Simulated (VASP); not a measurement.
## BN: single point with HSE06

The system is BN.

```xyz
2
Lattice="0.0000 1.8048 1.8048 1.8048 0.0000 1.8048 1.8048 1.8048 0.0000" Properties=species:S:1:pos:R:3 pbc="T T T"
B     0.0000    0.0000    0.0000
N     0.9024    0.9024    0.9024
```

- Program: VASP 6.6.1
- Task: single point
- Functional: HSE06
- Potentials or basis: VASP PAW PBE potentials, release 64 (B, N)
- Cutoff: 520 eV
- k mesh: 6 × 6 × 6
- Occupations: gaussian, width 0.01 eV
- Spin: no spin polarisation
- Dipole correction: no
- Grid for exact exchange (PRECFOCK): Normal
- Further INCAR settings: ALGO = Normal; EDIFF = 1e-07; NBANDS = 11
- Screening parameter: 0.2079 1/Å

```
Pressure               : -3.9 GPa
Band gap on the k mesh : 5.78 eV, indirect (least direct gap 10.58 eV)
```

Levels at points of the mesh, in eV from the valence-band top:
```
           k point  band 1  band 2  band 3  band 4  band 5  band 6  band 7  band 8  band 9
(0.00, 0.00, 0.00)  -22.16    0.00    0.00    0.00   10.58   10.58   10.58   12.21   26.82
(0.50, 0.00, 0.00)  -17.61  -11.67   -2.11   -2.11   11.90   12.54   12.54   17.42   25.63
(0.50, 0.50, 0.00)  -16.12   -9.80   -5.34   -5.34    5.78   10.76   20.53   20.53   23.32
```

Run time: 8.1 min on 1 thread of AMD EPYC 7R43 64-Core Processor (Zen 3), on a shared host, peak memory 0.18 GiB.

Caveat: the k points lie up to 0.50 Å⁻¹ apart; the PAW data sets were made with another functional, which shifts forces and pressure a little. A k mesh can miss the band edges.
